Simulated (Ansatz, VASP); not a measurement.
# Cu: VASP beside Ansatz

File INCAR:

```
SYSTEM = Cu
PREC = Accurate
ENCUT = 520
EDIFF = 1E-7
ISMEAR = 0
SIGMA = 0.1
LREAL = .False.
LASPH = .True.
NELM = 100
ALGO = Normal
ISIF = 2
LWAVE = .False.
LCHARG = .False.
GGA = PE
NBANDS = 30
```

The input KPOINTS:

```
regular mesh
0
Gamma
  6 6 6
  0 0 0
```

The input POSCAR:

```
Cu
1.0
    1.4180567933     -4.4983674713      0.0000000000
    1.4180567933      4.4983674713      0.0000000000
    0.0000000000      0.0000000000      3.7529237189
Cu
4
Direct
    0.0980000000      0.9020000000      0.9100000000
    0.5980000000      0.4020000000      0.5900000000
    0.9020000000      0.0980000000      0.0900000000
    0.4020000000      0.5980000000      0.4100000000
```

Input for Ansatz:

```yaml
crystal:
  lattice:
    - [1.4180567933, -4.4983674713, 0.0]
    - [1.4180567933, 4.4983674713, 0.0]
    - [0.0, 0.0, 3.7529237189]
  atoms:
    - { symbol: Cu, position: [0.098, 0.902, 0.91] }
    - { symbol: Cu, position: [0.598, 0.402, 0.59] }
    - { symbol: Cu, position: [0.902, 0.098, 0.09] }
    - { symbol: Cu, position: [0.402, 0.598, 0.41] }
basis:
  ecutwfc: 420
kpoints:
  mp_grid: { grid: [6, 6, 6] }
hamiltonian:
  xc: pbe
scf:
  occupations: { method: gaussian, width: 0.1 }
  lower_state_search: "off"
output:
  forces: true
  stress: true
  eigenvalues: true
```

Alike in both runs: task single point; functional PBE; k mesh 6 × 6 × 6; occupations gaussian, width 0.1 eV; no spin polarisation.

|  | VASP | Ansatz |
| --- | --- | --- |
| version | VASP 6.6.1 | Ansatz 0.2.0 |
| potentials or method | VASP PAW PBE potentials, release 64 (Cu), cutoff 520 eV | scalar-relativistic, plane waves, PAW |
| valence electrons in the cell | 44 | 76 |

|  | VASP | Ansatz | Ansatz less VASP |
| --- | --- | --- | --- |
| gap on the k mesh at the Fermi level (eV) | none | none | - |
| rms of the force components (eV/Å) | 7.043 | 6.964 | -0.0789 |

Atom by atom the forces differ by 0.079 eV/Å (rms over components). A gap of «none» marks a metal or a gap that the smearing closes. VASP's potentials hold 44 valence electrons a cell and Ansatz's 76, so a difference there can come from the potentials and not from the codes.

The k mesh is coarse, so the values compare programs but aren't converged.
